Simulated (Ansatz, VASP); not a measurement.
**Fe: VASP beside Ansatz**

File INCAR:

```
SYSTEM = Fe
PREC     = Accurate       ! precision mode
ENCUT    = 520            ! plane-wave cutoff, eV
EDIFF    = 1E-6           ! SCF threshold, eV
ISMEAR   = -1             ! smearing method
SIGMA    = 0.1            ! smearing width, eV
LREAL    = .False.        ! projectors in reciprocal space
LASPH    = .True.         ! aspherical terms in the spheres
NELM     = 100            ! most SCF steps
ALGO     = Normal         ! electronic algorithm
ISIF     = 2              ! what is computed and relaxed
LWAVE    = .False.        ! write WAVECAR
LCHARG   = .True.         ! write CHGCAR
GGA      = PS             ! functional
LELF     = .True.         ! ELF
LVHAR    = .True.       
NBANDS   = 24             ! bands
```

Contents of KPOINTS:

```
Automatic mesh
0
Gamma
  20 20 6
  0 0 0
```

File POSCAR:

```
Fe
1.0
    2.4823548687      0.0000000000      0.0000000000
   -1.2411774344      2.1497823775      0.0000000000
    0.0000000000      0.0000000000      7.9906736014
Fe
4
Direct
    0.0000000000      1.0000000000      0.0000000000
    0.0000000000      1.0000000000      0.5000000000
    0.3333333333      0.6666666667      0.2500000000
    0.6666666667      0.3333333333      0.7500000000
```

Input for Ansatz:

```yaml
crystal:
  lattice:
    - [2.4823548687, 0.0, 0.0]
    - [-1.2411774344, 2.1497823775, 0.0]
    - [0.0, 0.0, 7.9906736014]
  atoms:
    - { symbol: Fe, position: [0.0, 1.0, 0.0] }
    - { symbol: Fe, position: [0.0, 1.0, 0.5] }
    - { symbol: Fe, position: [0.3333333333, 0.6666666667, 0.25] }
    - { symbol: Fe, position: [0.6666666667, 0.3333333333, 0.75] }
hamiltonian:
  xc: pbesol
  pseudopotentials:
    kind: paw
    azcp:
      Fe: "pseudopotentials/Fe.paw.azcp"
basis:
  ecutwfc: 420
  fft_grid_basis: typed
kpoints:
  mp_grid: { grid: [20, 20, 6], shift: [0, 0, 0] }
magnetization:
  spin_polarized: false
scf:
  occupations: { method: fermi_dirac, width: 0.1 }
output:
  stress: true
```

Alike in both runs: task single point; functional PBEsol; k mesh 20 × 20 × 6; occupations fermi-dirac, width 0.1 eV; no spin polarisation.

|  | VASP | Ansatz |
| --- | --- | --- |
| version | VASP 6.6.1 | Ansatz 0.2.0 |
| potentials or method | VASP PAW PBE potentials, release 64 (Fe), cutoff 520 eV | plane waves (420 eV) with PAW, scalar-relativistic |
| valence electrons in the cell | 32 | 64 |

|  | VASP | Ansatz | Ansatz less VASP |
| --- | --- | --- | --- |
| pressure (GPa) | -20.8 | -20.5 | +0.23 |
| traceless stress, the component that is largest in VASP (GPa) | -0.29 | -0.25 | +0.043 |

VASP's potentials were made for PBE, not for PBEsol, and Ansatz warns of the same on its side. With one functional, cell and mesh, what is left measures potentials, basis and numerics. VASP's potentials hold 32 valence electrons a cell and Ansatz's 64, so a difference there can come from the potentials and not from the codes.
